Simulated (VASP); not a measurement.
# Ti (P6_3/mmc) in VASP: further runs, part 2 of 2

VASP 6.6.1.

## 5. Single point, PBE

Contents of INCAR:

```
SYSTEM = Ti
  ALGO = Normal
  EDIFF = 1E-6
  ENCUT = 520
  GGA = PE
  ISIF = 2
  ISMEAR = -1
  LASPH = .True.
  LCHARG = .True.
  LELF = .True.
  LREAL = .False.
  LVHAR = .True.
  LWAVE = .False.
  NBANDS = 19
  NELM = 80
  PREC = Accurate
  SIGMA = 1.0
```

Contents of KPOINTS:

```
k-points
0
Gamma
  12 12 7
  0 0 0
```

Contents of POSCAR:

```
Ti
1.0
    2.9390756844      0.0000000000      0.0000000000
   -1.4695378422      2.5453142064      0.0000000000
    0.0000000000      0.0000000000      4.6559893251
Ti
2
Direct
    0.3333333333      0.6666666667      0.2500000000
    0.6666666667      0.3333333333      0.7500000000
```

Potentials or basis: VASP PAW PBE potentials, release 64 (Ti_sv).

Started as:

```
cat potpaw_PBE.64/Ti_sv/POTCAR > POTCAR
mpirun -np 1 vasp_std > vasp.out
```

OUTCAR:

```text
SYSTEM = Ti
   EDIFF = 1E-6
   ENCUT = 520
   GGA = PE
   ISIF = 2
   ISMEAR = -1
   LASPH = .True.
   LREAL = .False.
   NELM = 80
   PREC = Accurate

 ion  position               nearest neighbor table
   1  0.333  0.667  0.250-   2 2.88   2 2.88   2 2.88   2 2.88   2 2.88   2 2.88
   2  0.667  0.333  0.750-   1 2.88   1 2.88   1 2.88   1 2.88   1 2.88   1 2.88

  LATTYP: Found a hexagonal cell.
 ALAT       =     2.9390756844
 C/A-ratio  =     1.5841678899

  Lattice vectors:

 A1 = (   2.9390756844,   0.0000000000,   0.0000000000)
 A2 = (  -1.4695378422,   2.5453142064,   0.0000000000)
 A3 = (   0.0000000000,   0.0000000000,   4.6559893251)

Analysis of symmetry for initial positions (statically):
=====================================================================
 Subroutine PRICEL returns:
 Original cell was already a primitive cell.

 Routine SETGRP: Setting up the symmetry group for a
 hexagonal supercell.

 Subroutine GETGRP returns: Found 24 space group operations
 (whereof 12 operations were pure point group operations)
 out of a pool of 24 trial point group operations.

The static configuration has the point symmetry D_3d.
 The point group associated with its full space group is D_6h.

Analysis of symmetry for dynamics (positions and initial velocities):
=====================================================================
 Subroutine PRICEL returns:
 Original cell was already a primitive cell.

 Routine SETGRP: Setting up the symmetry group for a
 hexagonal supercell.

 Subroutine GETGRP returns: Found 24 space group operations
 (whereof 12 operations were pure point group operations)
 out of a pool of 24 trial point group operations.

The dynamic configuration has the point symmetry D_3d.
 The point group associated with its full space group is D_6h.

 Subroutine INISYM returns: Found 24 space group operations
 (whereof 12 operations are pure point group operations),
 and found     1 'primitive' translations

----------------------------------------------------------------------------------------

                                     Primitive cell

  volume of cell :      34.8309

  direct lattice vectors                    reciprocal lattice vectors
     2.939075684  0.000000000  0.000000000     0.340243024  0.196439402  0.000000000
    -1.469537842  2.545314206  0.000000000     0.000000000  0.392878804  0.000000000
     0.000000000  0.000000000  4.655989325     0.000000000  0.000000000  0.214777125

  length of vectors
     2.939075684  2.939075684  4.655989325     0.392878804  0.392878804  0.214777125

  position of ions in fractional coordinates (direct lattice)
     0.333333333  0.666666667  0.250000000
     0.666666667  0.333333333  0.750000000

  ion indices of the primitive-cell ions
   primitive index   ion index
                 1           1
                 2           2

----------------------------------------------------------------------------------------

 KPOINTS: k-points

Automatic generation of k-mesh.
 Grid dimensions read from file:
 generate k-points for:   12   12    7

 Generating k-lattice:

  Cartesian coordinates                     Fractional coordinates (reciprocal lattice)
     0.028353585  0.016369950  0.000000000     0.083333333  0.000000000  0.000000000
     0.000000000  0.032739900  0.000000000     0.000000000  0.083333333  0.000000000
     0.000000000  0.000000000  0.030682446     0.000000000  0.000000000  0.142857143

  Length of vectors
     0.032739900  0.032739900  0.030682446

  Shift w.r.t. Gamma in fractional coordinates (k-lattice)
     0.000000000  0.000000000  0.000000000

 Subroutine IBZKPT returns following result:
 ===========================================

 Found     76 irreducible k-points:

 Following reciprocal coordinates:
            Coordinates               Weight
  0.000000  0.000000  0.000000      1.000000
  0.083333  0.000000  0.000000      6.000000
  0.166667  0.000000  0.000000      6.000000
  0.250000  0.000000  0.000000      6.000000
  0.333333  0.000000  0.000000      6.000000
  0.416667  0.000000  0.000000      6.000000
[... 16 lines left out ...]
  0.250000  0.000000  0.142857     12.000000
  0.333333  0.000000  0.142857     12.000000
 [... further k-points ...]
   k-points           NKPTS =     76   k-points in BZ     NKDIM =     76   number of bands    NBANDS=     19
   number of dos      NEDOS =    301   number of ions     NIONS =      2
   total plane-waves  NPLWV =  20736
   dimension x,y,z NGX =    24 NGY =   24 NGZ =   36
   dimension x,y,z NGXF=    48 NGYF=   48 NGZF=   72
   ions per type =               2
   NGX,Y,Z   is equivalent  to a cutoff of  13.58, 13.58, 12.85 a.u.
   NGXF,Y,Z  is equivalent  to a cutoff of  27.15, 27.15, 25.71 a.u.
 SYSTEM =  Ti
   PREC   = accura    normal or accurate (medium, high low for compatibility)
   ISTART =      0    job   : 0-new  1-cont  2-samecut
   ICHARG =      2    charge: 1-file 2-atom 10-const
   ISPIN  =      1    spin polarized calculation?
   LNONCOLLINEAR =      F non collinear calculations
   LSORBIT =      F    spin-orbit coupling
   LASPH  =      T    aspherical Exc in radial PAW
   ENCUT  =  520.0 eV  38.22 Ry    6.18 a.u.   5.46  5.46  8.66*2*pi/ulx,y,z
   NELM   =     80;   NELMIN=  2; NELMDL= -5     # of ELM steps
   EDIFF  = 0.1E-05   stopping-criterion for ELM
   LREAL  =      F    real-space projection
   EDIFFG = 0.1E-04   stopping-criterion for IOM
   NSW    =      0    number of steps for IOM
   IBRION =     -1    ionic relax: 0-MD 1-quasi-New 2-CG
   NFREE  =      0    steps in history (QN), initial steepest desc. (CG)
   ISIF   =      2    stress and relaxation
   ISYM   =      2    0-nonsym 1-usesym 2-fastsym
   POTIM  = 0.5000    time-step for ionic-motion
   TEBEG  =    0.0;   TEEND  =   0.0 temperature during run
   PSTRESS=    0.0 pullay stress
   NELECT =      24.0000    total number of electrons
   NUPDOWN=      -1.0000    fix difference up-down
   EMIN   =  10.00;   EMAX   =-10.00  energy-range for DOS
   EFERMI =   0.00;   METHOD = LEGACY
   ISMEAR =    -1;   SIGMA  =   1.00  broadening in eV -4-tet -1-fermi 0-gaus
   EFERMI_NEDOS =   21; number of points for ismear=-14 and -15
   IALGO  =     38    algorithm
   IMIX   =      4    mixing-type and parameters
     AMIX     =   0.40;   BMIX     =  1.00
     AMIX_MAG =   1.60;   BMIX_MAG =  1.00
  volume/ion in A,a.u.               =      17.42       117.53
  Fermi-wavevector in a.u.,A,eV,Ry     =   1.445963  2.732474 28.447185  2.090809
  Thomas-Fermi vector in A             =   2.564085
   LORBIT       =      0    0 simple, 1 ext, 2 COOP (PROOUT), +10 PAW based schemes
   GGA     = PE    functional components
   LHFCALC =     F    Hartree Fock is set to
   AEXX    =    0.0000 exact exchange contribution
   IVDW    =     0    specifies the selected vdW correction
   LEPSILON=     F    determine dielectric tensor
   LRPA    =     F    only Hartree local field effects (RPA)
 non-spin polarized calculation
  energy-cutoff  :      520.00
  volume of cell :       34.83
 maximum number of plane-waves:       965
 NGX is ok and might be reduce to    24
   NGX = 11   NGY = 11   NGZ = 17

 number of electron      24.0000001 magnetization

 Free energy of the ion-electron system (eV)
  ---------------------------------------------------
  ext. energy  EPLUGINS =         0.00000000
  ---------------------------------------------------
  free energy    TOTEN  =       -20.32024068 eV

  energy without entropy =      -11.86984016  energy(sigma->0) =      -16.09504042

 E-fermi :   8.3194     XC(G=0): -11.4262

 val. band max:        8.3122717499   @ k =   0.1667   0.0833   0.1429
 cond. band min:       8.3357739760   @ k =   0.3333   0.3333   0.4286
 fundamental gap:      0.0235022261
 Fermi energy:         8.3193785920

 k-point     1 :       0.0000    0.0000    0.0000
  band No.  band energies     occupation
      1     -47.9016      2.00000
      2     -47.7613      2.00000
      3     -24.5089      2.00000
      4     -23.9113      2.00000
      5     -23.9113      2.00000
      6     -23.8079      2.00000
[... 11 lines left out ...]
     18      10.3835      0.22526
     19      11.9672      0.05077
[... 485 lines left out ...]
 k-point    24 :       0.3333    0.0000    0.1429
  band No.  band energies     occupation
      1     -47.8128      2.00000
      2     -47.7401      2.00000
      3     -24.3521      2.00000
      4     -24.2204      2.00000
      5     -24.1702      2.00000
      6     -24.0157      2.00000
[... 11 lines left out ...]
     18      11.4892      0.08064
     19      12.2835      0.03726

 [... further k-points ...]

------------------------ aborting loop because EDIFF is reached ----------------------------------------

  FORCE on cell =-STRESS in cart. coord.  units (eV):
  Direction    XX          YY          ZZ          XY          YZ          ZX
  --------------------------------------------------------------------------------------
  -------------------------------------------------------------------------------------
  Total        3.4749221      3.4749221      4.2377930      0.0000000      0.0000000     -0.0000000
  in kB      159.8422227    159.8422227    194.9333630      0.0000000      0.0000000     -0.0000000
  external PRESSURE =     171.5392694 kB  Pullay stress =       0.0000000 kB

 VOLUME and BASIS-vectors are now :
 -----------------------------------------------------------------------------
  energy-cutoff  :      520.00
  volume of cell :       34.83
      direct lattice vectors                 reciprocal lattice vectors
     2.939075684  0.000000000  0.000000000     0.340243024  0.196439402  0.000000000
    -1.469537842  2.545314206  0.000000000     0.000000000  0.392878804  0.000000000
     0.000000000  0.000000000  4.655989325     0.000000000  0.000000000  0.214777125

 POSITION                                       TOTAL-FORCE (eV/Angst)
 -----------------------------------------------------------------------------------
     -0.00000      1.69688      1.16400        -0.000000      0.000000      0.000000
      1.46954      0.84844      3.49199         0.000000     -0.000000      0.000000
 -----------------------------------------------------------------------------------
    total drift:                               -0.000000      0.000000     -0.000000

  FREE ENERGIE OF THE ION-ELECTRON SYSTEM (eV)
  ---------------------------------------------------
  free  energy   TOTEN  =       -20.3202406784 eV

  energy  without entropy=      -11.8698401636  energy(sigma->0) =      -16.09504042
```

It took 36 s on 1 thread of Intel Xeon 6975P-C, shared host; peak memory 0.18 GiB.

Results:

* Free energy: -20.3202 eV
* Pressure: 17.2 GPa
* Band gap on the k mesh: zero (band 12 reaches 9.45 eV, above the bottom of band 13 at 8.24 eV)

Stress tensor (GPa, compression positive):
```
15.98  0.00  0.00
 0.00 15.98  0.00
 0.00  0.00 19.49
```

## 6. Summary

| smearing | gap on the mesh (eV) | pressure (GPa) |
| --- | --- | --- |
| fermi-dirac 0.2 eV | none | 0.5 |
| fermi-dirac 0.3 eV | none | 1.9 |
| fermi-dirac 0.6 eV | none | 7.9 |
| fermi-dirac 1 eV | none | 17.2 |

Alike in all rows: task single point; level PBE; potentials or basis VASP PAW PBE potentials, release 64 (Ti_sv); no spin polarisation; cell as given; k mesh 12 × 12 × 7; cutoff (eV) 520.

Every run on the cell as given and a fine mesh finds a metal.

Absolute energies hang on the potentials; compare differences alone.
